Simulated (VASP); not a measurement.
A run of VASP 6.6.1:

File POSCAR:

```
NaCl
1.0
    0.0000000000      2.8027319359      2.8027319359
    2.8027319359      0.0000000000      2.8027319359
    2.8027319359      2.8027319359      0.0000000000
Na Cl
1 1
Direct
    0.0000000000      0.0000000000      0.0000000000
    0.5000000000      0.5000000000      0.5000000000
```

INCAR.step1

```
PREC     = Accurate       # precision mode
ENCUT    = 520            # plane-wave cutoff, eV
ISMEAR   = 0              # smearing method
SIGMA    = 0.01           # smearing width, eV
LREAL    = False          # projectors in reciprocal space
LASPH    = True           # aspherical terms in the spheres
NELM     = 60             # most SCF steps
NBANDS   = 14             # bands
GGA      = PE             # functional
ALGO     = Normal         # electronic algorithm
EDIFF    = 1E-4           # SCF threshold, eV
LWAVE    = True           # write WAVECAR
LCHARG   = False          # write CHGCAR
```

INCAR.step2

```
PREC     = Accurate       # precision mode
ENCUT    = 520            # plane-wave cutoff, eV
EDIFF    = 1E-7           # SCF threshold, eV
ISMEAR   = 0              # smearing method
SIGMA    = 0.01           # smearing width, eV
LREAL    = False          # projectors in reciprocal space
LASPH    = True           # aspherical terms in the spheres
NELM     = 60             # most SCF steps
ALGO     = Normal         # electronic algorithm
ISIF     = 2              # what is computed and relaxed
LWAVE    = False          # write WAVECAR
LCHARG   = True           # write CHGCAR
METAGGA  = R2SCAN         # meta-GGA
LMIXTAU  = True         
LELF     = True           # ELF
LVHAR    = True         
NBANDS   = 14             # bands
ISTART   = 1
```

The input KPOINTS:

```
Automatic mesh
0
Gamma
  8 8 8
```

Potentials or basis: VASP PAW PBE potentials, release 64 (Na_pv, Cl).

Launch:

```sh
$ cat potpaw_PBE.64/Na_pv/POTCAR potpaw_PBE.64/Cl/POTCAR > POTCAR
$ cp INCAR.step1 INCAR
$ mpirun -np 1 vasp_std > vasp.out
$ cp INCAR.step2 INCAR
$ mpirun -np 1 vasp_std > vasp.out
```

Hardware: 1 thread of Intel(R) Xeon(R) Platinum 8488C (Sapphire Rapids), with other jobs on the host.

Q: Estimate the wall time of this run.

A: It took 65 s on 1 thread of Intel(R) Xeon(R) Platinum 8488C (Sapphire Rapids), on a shared host, peak memory 0.16 GiB. Counts: k points 29.
